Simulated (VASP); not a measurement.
A run of VASP 6.6.1 is set up as follows.

The input INCAR:

```
PREC     = Accurate       # precision mode
ENCUT    = 520            # plane-wave cutoff, eV
EDIFF    = 1E-7           # SCF threshold, eV
ISMEAR   = 0              # smearing method
SIGMA    = 0.1            # smearing width, eV
LREAL    = False          # projectors in reciprocal space
LASPH    = True           # aspherical terms in the spheres
NELM     = 80             # most SCF steps
ALGO     = Normal         # electronic algorithm
ISIF     = 2              # what is computed and relaxed
LWAVE    = False          # write WAVECAR
LCHARG   = True           # write CHGCAR
GGA      = PE             # functional
LELF     = True           # ELF
LVHAR    = True         
NBANDS   = 16             # bands
```

File KPOINTS:

```
Automatic mesh
0
Gamma
  14 14 14
```

Contents of POSCAR:

```
InSb
1.0
    0.0000000000      3.3174071563      3.3174071563
    3.3174071563      0.0000000000      3.3174071563
    3.3174071563      3.3174071563      0.0000000000
In Sb
1 1
Direct
    0.0000000000      0.0000000000      0.0000000000
    0.2500000000      0.2500000000      0.2500000000
```

Potentials or basis: VASP PAW PBE potentials, release 64 (In_d, Sb).

The run is started by

```bash
$ cat potpaw_PBE.64/In_d/POTCAR potpaw_PBE.64/Sb/POTCAR > POTCAR
$ mpirun -np 1 vasp_std > vasp.out
```

(1) What does it give for the pressure?

(2) Estimate the band gap on the k mesh.

Answers

(1) 0.0 GPa.

(2) zero (filled and empty bands touch).

Caveat: spin-orbit coupling is left out, which moves the levels of the heavy elements.

**Measured values to compare with.**

From “Electronic Structure and Epitaxy of CdTe Shells on InSb Nanowires”, 2021, arxiv:2111.05126, for a bulk crystal of InSb: band gap 0.24 eV.

Measured gap of InSb: 0.24 eV (quoted in “Electronic Structure and Epitaxy of CdTe Shells on InSb Nanowires”, 2021, arxiv:2111.05126). This calculation gives 0.00 eV (-0.24 eV). Spin-orbit coupling on In, Sb is left out. The value is that of PBE on a finite k mesh, which can miss the band edges, without temperature or zero-point motion. Semilocal functionals fall short of measured gaps as a rule.
